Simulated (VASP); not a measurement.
# AgPt4 in VASP: relaxation of the atoms with LDA

Aim: the relaxation of the atoms of AgPt4 with LDA.

All numbers are computed with VASP 6.6.1; they aren't measurements. Logs are shortened: lines on timing, memory, paths and dates and some standing lists are left out, and cuts for length are marked.

## 1. The cell of the first run

The cell holds a slab with vacuum, 5 atoms: a = 2.753 Å, b = 2.753 Å, c = 25.744 Å, α = 90.00°, β = 90.00°, γ = 120.00°.

## 2. Relaxation of the atoms, LDA

INCAR

```
SYSTEM = AgPt4
ALGO = Fast
DIPOL = 0.5 0.5 0.509
EDIFF = 1E-7
EDIFFG = -0.03
ENCUT = 520
IBRION = 2
IDIPOL = 3
ISIF = 2
ISMEAR = 0
LASPH = .TRUE.
LCHARG = .FALSE.
LDIPOL = .TRUE.
LREAL = .FALSE.
LWAVE = .FALSE.
NELM = 100
NSW = 90
PREC = Accurate
SIGMA = 0.1
```

KPOINTS

```
k-points
0
G
  12 12 1
  0 0 0
```

POSCAR

```
AgPt4
1.0
    2.7531922024      0.0000000000      0.0000000000
   -1.3765961012      2.3843343887      0.0000000000
    0.0000000000      0.0000000000     25.7439160596
Pt Ag
4 1
Selective dynamics
Direct
    0.6666666667      0.3333333333      0.3301750977  F F F
    0.3333333333      0.6666666667      0.4174956131  F F F
    0.0000000000      0.0000000000      0.5038793256  T T T
    0.6666666667      0.3333333333      0.5913565496  T T T
    0.6666666667      0.3333333333      0.7008969937  T T T
```

Potentials or basis: VASP PAW LDA potentials, release 64 (Pt, Ag).

The run is started by

```console
cat potpaw_LDA.64/Pt/POTCAR potpaw_LDA.64/Ag/POTCAR > POTCAR
mpirun -np 1 vasp_std > vasp.out
```

OUTCAR:

```text
SYSTEM = AgPt4
   EDIFF = 1E-7
   EDIFFG = -0.03
   ENCUT = 520
   IBRION = 2
   ISIF = 2
   ISMEAR = 0
   LASPH = .TRUE.
   LREAL = .FALSE.
   NELM = 100
   NSW = 90
   PREC = Accurate

 ion  position               nearest neighbor table
   1  0.667  0.333  0.330-   2 2.75   2 2.75   2 2.75
   2  0.333  0.667  0.417-   3 2.73   3 2.73   3 2.73   1 2.75   1 2.75   1 2.75
   3  0.000  0.000  0.504-   2 2.73   2 2.73   2 2.73   4 2.76   4 2.76   4 2.76
   4  0.667  0.333  0.591-   3 2.76   3 2.76   3 2.76   5 2.82
   5  0.667  0.333  0.701-   4 2.82

  LATTYP: Found a hexagonal cell.
 ALAT       =     2.7531922024
 C/A-ratio  =     9.3505698720

  Lattice vectors:

 A1 = (   2.7531922024,   0.0000000000,   0.0000000000)
 A2 = (  -1.3765961012,   2.3843343887,   0.0000000000)
 A3 = (   0.0000000000,   0.0000000000,  25.7439160596)

Analysis of symmetry for initial positions (statically):
=====================================================================
 Subroutine PRICEL returns:
 Original cell was already a primitive cell.

 Routine SETGRP: Setting up the symmetry group for a
 hexagonal supercell.

 Subroutine GETGRP returns: Found  6 space group operations
 (whereof  6 operations were pure point group operations)
 out of a pool of 24 trial point group operations.

The static configuration has the point symmetry C_3v.

Analysis of symmetry for dynamics (positions and initial velocities):
=====================================================================
 Subroutine PRICEL returns:
 Original cell was already a primitive cell.

 Routine SETGRP: Setting up the symmetry group for a
 hexagonal supercell.

 Subroutine GETGRP returns: Found  6 space group operations
 (whereof  6 operations were pure point group operations)
 out of a pool of 24 trial point group operations.

The dynamic configuration has the point symmetry C_3v.

Analysis of constrained symmetry for selective dynamics:
=====================================================================
 Subroutine PRICEL returns:
 Original cell was already a primitive cell.

 Routine SETGRP: Setting up the symmetry group for a
 hexagonal supercell.

 Subroutine GETGRP returns: Found  6 space group operations
 (whereof  6 operations were pure point group operations)
 out of a pool of 24 trial point group operations.

The constrained configuration has the point symmetry C_3v.

[... 125 lines left out ...]
   AEXX    =    0.0000 exact exchange contribution
   IVDW    =     0    specifies the selected vdW correction
   LEPSILON=     F    determine dielectric tensor
   LRPA    =     F    only Hartree local field effects (RPA)
 conjugate gradient relaxation of ions
 non-spin polarized calculation
 RMM-DIIS sequential band-by-band and
 Gauss-broadening in eV      SIGMA  =   0.10
  energy-cutoff  :      520.00
  volume of cell :      169.00
 maximum number of plane-waves:      4587
   NGX = 11   NGY = 11   NGZ = 95

 dipolmoment           0.000000      0.000000      0.231687 electrons x Angstroem

--------------------------------------- Ionic step        1  -------------------------------------------

 number of electron      50.9999998 magnetization

 Free energy of the ion-electron system (eV)
  ---------------------------------------------------
  ext. energy  EPLUGINS =         0.00000000
  ---------------------------------------------------
  free energy    TOTEN  =       -32.13752641 eV

  energy without entropy =      -32.10147890  energy(sigma->0) =      -32.11950265

------------------------ aborting loop because EDIFF is reached ----------------------------------------

  FORCE on cell =-STRESS in cart. coord.  units (eV):
  Direction    XX          YY          ZZ          XY          YZ          ZX
  --------------------------------------------------------------------------------------
  -------------------------------------------------------------------------------------
  Total       -4.5308706     -4.5308706     -0.6127972      0.0000000      0.0000000      0.0000000
  in kB      -42.9550209    -42.9550209     -5.8096374      0.0000000      0.0000000      0.0000000
  external PRESSURE =     -30.5732264 kB  Pullay stress =       0.0000000 kB
[... 98 lines left out ...]
  FREE ENERGIE OF THE ION-ELECTRON SYSTEM (eV)
  ---------------------------------------------------
  free  energy   TOTEN  =       -32.1644574116 eV

  energy  without entropy=      -32.1275130689  energy(sigma->0) =      -32.14598524

[... ionic steps 4 to 9 ...]

--------------------------------------- Ionic step       10  -------------------------------------------

 number of electron      51.0000001 magnetization

------------------------ aborting loop because EDIFF is reached ----------------------------------------
[... 73 lines left out ...]
--------------------------------------- Ionic step       12  -------------------------------------------

 number of electron      51.0000006 magnetization

 dipolmoment           0.000000      0.000000     -0.034736 electrons x Angstroem

 Free energy of the ion-electron system (eV)
  ---------------------------------------------------
  ext. energy  EPLUGINS =         0.00000000
  ---------------------------------------------------
  free energy    TOTEN  =       -32.17383516 eV

  energy without entropy =      -32.13614186  energy(sigma->0) =      -32.15498851

 E-fermi :   1.7138     XC(G=0):  -6.8499

 val. band max:        1.7049738827   @ k =   0.3333   0.1667   0.0000
 cond. band min:       1.7320522322   @ k =   0.1667  -0.0000   0.0000
 fundamental gap:      0.0270783495
 Fermi energy:         1.7138163383

 k-point     1 :       0.0000    0.0000    0.0000
  band No.  band energies     occupation
      1      -8.2088      2.00000
      2      -6.9107      2.00000
      3      -5.8360      2.00000
      4      -5.6323      2.00000
      5      -4.5359      2.00000
      6      -3.1867      2.00000
[... 616 lines left out ...]
     29       7.0302      0.00000
     30       7.7437      0.00000

------------------------ aborting loop because EDIFF is reached ----------------------------------------

 vacuum level on the upper side and lower side of the slab       (xc-potential included)        -0.477         0.416

  FORCE on cell =-STRESS in cart. coord.  units (eV):
  Direction    XX          YY          ZZ          XY          YZ          ZX
  --------------------------------------------------------------------------------------
  -------------------------------------------------------------------------------------
  Total       -4.5753882     -4.5753882      0.0869308      0.0000000      0.0000000     -0.0000000
  in kB      -43.3770711    -43.3770711      0.8241497      0.0000000      0.0000000     -0.0000000
  external PRESSURE =     -28.6433308 kB  Pullay stress =       0.0000000 kB
[... 20 lines left out ...]
  FREE ENERGIE OF THE ION-ELECTRON SYSTEM (eV)
  ---------------------------------------------------
  free  energy   TOTEN  =       -32.1738351590 eV

  energy  without entropy=      -32.1361418569  energy(sigma->0) =      -32.15498851

 reached required accuracy - stopping structural energy minimisation

 vacuum level on the upper side and lower side of the slab         6.821         7.732
```

OSZICAR:

```text
N       E                     dE             d eps       ncg     rms          rms(c)
DAV:   1     0.347493939577E+03    0.34749E+03   -0.23877E+04  1140   0.148E+03
DAV:   2    -0.139090866837E+02   -0.36140E+03   -0.34295E+03  1388   0.309E+02
DAV:   3    -0.333699590905E+02   -0.19461E+02   -0.17985E+02  1430   0.633E+01
DAV:   4    -0.341398277826E+02   -0.76987E+00   -0.76244E+00  1312   0.128E+01
[... 165 lines left out ...]
RMM:   6    -0.321738616428E+02   -0.47400E-05   -0.23124E-05  1159   0.279E-02    0.358E-02
RMM:   7    -0.321738367996E+02    0.24843E-04   -0.11532E-05  1172   0.154E-02    0.114E-02
RMM:   8    -0.321738358921E+02    0.90753E-06   -0.33123E-06  1190   0.730E-03    0.654E-03
RMM:   9    -0.321738351762E+02    0.71590E-06   -0.25001E-06  1151   0.687E-03    0.328E-03
RMM:  10    -0.321738351590E+02    0.17146E-07   -0.99841E-07  1057   0.479E-03
  12 F= -.32173835E+02 E0= -.32154989E+02  d E =-.449455E-03
```

CONTCAR:

```text
AgPt4
   1.00000000000000
     2.7531922024000002    0.0000000000000000    0.0000000000000000
    -1.3765961012000001    2.3843343887000001    0.0000000000000000
     0.0000000000000000    0.0000000000000000   25.7439160596000001
  Pt              Ag
     4     1
Selective dynamics
Direct
     0.6666666667000030    0.3333333332999970    0.3301750976999998   F   F   F
     0.3333333332999970    0.6666666667000030    0.4174956131000016   F   F   F
     1.0000000000000000    0.0000000000000000    0.5044620378348675   T   T   T
     0.6666666667000030    0.3333333332999970    0.5925986968061998   T   T   T
     0.6666666667000030    0.3333333332999970    0.6968295624663009   T   T   T

  0.00000000E+00  0.00000000E+00  0.00000000E+00
  0.00000000E+00  0.00000000E+00  0.00000000E+00
  0.00000000E+00  0.00000000E+00  0.00000000E+00
  0.00000000E+00  0.00000000E+00  0.00000000E+00
  0.00000000E+00  0.00000000E+00  0.00000000E+00
```

Run time: 26 min. Hardware: 1 thread of Oxide Virtual Turin-like, shared host; peak memory 0.24 GiB.

Results:

* Free energy: -32.1738 eV
* Energy gained by relaxing: 7.3 meV/atom
* Ionic steps: 12

Step by step:
```
step  energy change (eV)  largest force on free atoms (eV/Å)  pressure (GPa)
   1              0.0000                              0.5184           -3.06
   2             -0.0175                              0.3272           -3.18
   3             -0.0269                              0.3804           -3.28
   4             -0.0336                              0.1042           -3.25
   5             -0.0338                              0.0989           -3.24
   6             -0.0343                              0.0445           -3.20
   7             -0.0350                              0.0606           -3.18
   8             -0.0354                              0.0570           -3.13
   9             -0.0358                              0.0498           -3.02
  10             -0.0359                              0.0671           -2.99
  11             -0.0362                              0.0382           -2.93
  12             -0.0363                              0.0246           -2.86
```

Final structure:
```cif
data_structure
_symmetry_space_group_name_H-M 'P 1'
_symmetry_Int_Tables_number 1
_cell_length_a 2.7532
_cell_length_b 2.7532
_cell_length_c 25.7439
_cell_angle_alpha 90.000
_cell_angle_beta 90.000
_cell_angle_gamma 120.000
_cell_volume 169.00
loop_
_atom_site_label
_atom_site_type_symbol
_atom_site_fract_x
_atom_site_fract_y
_atom_site_fract_z
_atom_site_occupancy
Pt1 Pt 0.66667 0.33333 0.33018 1
Pt2 Pt 0.33333 0.66667 0.41750 1
Pt3 Pt 0.00000 0.00000 0.50446 1
Pt4 Pt 0.66667 0.33333 0.59260 1
Ag1 Ag 0.66667 0.33333 0.69683 1
```

Levels at points of the mesh, in eV from the Fermi level:
| k point | band 21 | band 22 | band 23 | band 24 | band 25 | band 26 | band 27 | band 28 | band 29 | band 30 |
| --- | --- | --- | --- | --- | --- | --- | --- | --- | --- | --- |
| (0.00, 0.00, 0.00) | -2.52 | -1.64 | -1.64 | -1.30 | -1.30 | -0.60 | -0.57 | -0.57 | -0.03 | -0.03 |
| (0.50, 0.00, 0.00) | -0.13 | 0.11 | 0.29 | 0.50 | 0.61 | 0.69 | 1.77 | 2.69 | 2.83 | 3.40 |

Caveat: the highest band is partly filled, so the run has too few bands; spin-orbit coupling is left out, which moves the levels of the heavy elements.
